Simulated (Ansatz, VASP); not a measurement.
# Two plane-wave programs on MgS

Contents of INCAR:

```
SYSTEM = MgS
PREC = Accurate
ENCUT = 600
EDIFF = 1E-6
ISMEAR = -1
SIGMA = 0.02
LREAL = .FALSE.
LASPH = .TRUE.
NELM = 120
ALGO = Normal
ISIF = 2
LWAVE = .FALSE.
LCHARG = .FALSE.
GGA = PS
NBANDS = 11
GGA_COMPAT = .FALSE.
```

KPOINTS

```
Automatic mesh
0
G
  2 2 2
  0 0 0
```

The input POSCAR:

```
MgS
1.0
    3.2628174072      0.0000000000      0.0000000000
    0.0000000000      3.2628174072      0.0000000000
    0.0000000000      0.0000000000      3.2628174072
Mg S
1 1
Direct
    0.0000000000      0.0000000000      0.0000000000
    0.5000000000      0.5000000000      0.5000000000
```

Input for Ansatz:

```yaml
crystal:
  lattice:
    - [3.2628174072, 0.0, 0.0]
    - [0.0, 3.2628174072, 0.0]
    - [0.0, 0.0, 3.2628174072]
  atoms:
    - { symbol: Mg, position: [0.0, 0.0, 0.0] }
    - { symbol: S, position: [0.5, 0.5, 0.5] }
kpoints:
  mp_grid: { grid: [2, 2, 2] }
hamiltonian:
  xc: pbesol
scf:
  occupations: { method: fermi_dirac, width: 0.02 }
  n_extra_bands: 4
output:
  forces: true
  stress: true
  eigenvalues: true
```

Alike in both runs: task single point; functional PBEsol; k mesh 2 × 2 × 2; occupations fermi-dirac, width 0.02 eV; no spin polarisation.

|  | VASP | Ansatz |
| --- | --- | --- |
| version | VASP 6.6.1 | Ansatz 0.2.0 |
| potentials or method | VASP PAW PBE potentials, release 64 (Mg, S) | plane waves |
| plane-wave cutoff (eV) | 600 | 420 |
| valence electrons in the cell | 8 | 16 |

|  | VASP | Ansatz | Ansatz less VASP |
| --- | --- | --- | --- |
| pressure (GPa) | 1.3 | 1.5 | +0.19 |

VASP's potentials were made for PBE, not for PBEsol. VASP's potentials hold 8 valence electrons a cell and Ansatz's 16, so a difference there can come from the potentials and not from the codes.

The k mesh is coarse, so the values compare programs but aren't converged.
